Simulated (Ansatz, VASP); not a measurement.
# HfNiO4: VASP beside Ansatz

```xyz
6
Lattice="0.0000 3.0779 3.0779 3.0779 0.0000 3.0779 3.0779 3.0779 0.0000" Properties=species:S:1:pos:R:3 pbc="T T T"
Hf    0.0000    0.0000    0.0000
Ni    4.6169    4.6169    4.6169
O     2.3025    2.3025    2.3025
O     2.3025    3.8534    3.8534
O     3.8534    3.8534    2.3025
O     3.8534    2.3025    3.8534
```

Change from the starting cell: species swapped into the ZrTaCo4 type (F-43m, No. 216).

Alike in both runs: functional PBE; k mesh 10 × 10 × 10; occupations gaussian, width 0.1 eV; collinear spin.

Ansatz relaxed the structure, and its values are those at the end. VASP's run is a single point on that final structure, the one shown.

|  | VASP | Ansatz |
| --- | --- | --- |
| version | VASP 6.6.1 | Ansatz 0.2.0 |
| potentials or method | VASP PAW PBE potentials, release 64 (Hf_pv, Ni, O), cutoff 520 eV | scalar-relativistic, plane waves, PAW |
| valence electrons in the cell | 44 | 68 |

|  | VASP | Ansatz | Ansatz less VASP |
| --- | --- | --- | --- |
| gap on the k mesh at the Fermi level (eV) | none | none | - |
| pressure (GPa) | -1.6 | 0.0 | +1.58 |
| rms of the force components (eV/Å) | 0.007 | 0.000 | -0.0065 |
| net moment per atom (μB) | 0.01 | 0.01 | 0.000 |

A gap of «none» marks a metal or a gap that the smearing closes. VASP's potentials hold 44 valence electrons a cell and Ansatz's 68, so a difference there can come from the potentials and not from the codes.

Neither program's run includes spin-orbit coupling.
